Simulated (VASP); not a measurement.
Set up this calculation in VASP 6.6.1, as the native input.

- Task: single point
- Functional: PBE
- Potentials or basis: VASP PAW PBE potentials, release 64 (Fe)
- Cutoff: 600 eV
- k mesh: 16 × 16 × 16
- Occupations: gaussian, width 0.3 eV
- Spin: no spin polarisation
- Dipole correction: no
- Further INCAR settings: ALGO = Normal; EDIFF = 1e-06; NBANDS = 10

The structure of Fe lies in POSCAR:

```
Fe
1.0
   -1.3807996972      1.3807996972      1.3807996972
    1.3807996972     -1.3807996972      1.3807996972
    1.3807996972      1.3807996972     -1.3807996972
Fe
1
Direct
    0.0000000000      0.0000000000      0.0000000000
```

One way to write it, as run:

INCAR

```
ALGO = Normal
EDIFF = 1E-6
ENCUT = 600
GGA = PE
GGA_COMPAT = False
ISIF = 2
ISMEAR = 0
LASPH = True
LCHARG = True
LELF = True
LREAL = False
LVHAR = True
LWAVE = False
NBANDS = 10
NELM = 120
PREC = Accurate
SIGMA = 0.3
```

KPOINTS

```
k-points
0
Gamma
  16 16 16
```

Potentials or basis: VASP PAW PBE potentials, release 64 (Fe).

Run with:

```sh
$ cat potpaw_PBE.64/Fe/POTCAR > POTCAR
$ mpirun -np 1 vasp_std > vasp.out
```

It gave:

```yaml
Pressure: 0.0 GPa
Band_gap_on_the_k_mesh: zero (bands 4 and 5 overlap by 2.03 eV)
```

Caveat: so wide a smearing shifts energies and pressures; the run has no spin polarisation, though such a crystal can be magnetic.

It took 13 s on 1 thread of Intel(R) Xeon(R) Platinum 8375C CPU @ 2.90GHz (Ice Lake), with other jobs on the host, peak memory 0.13 GiB.
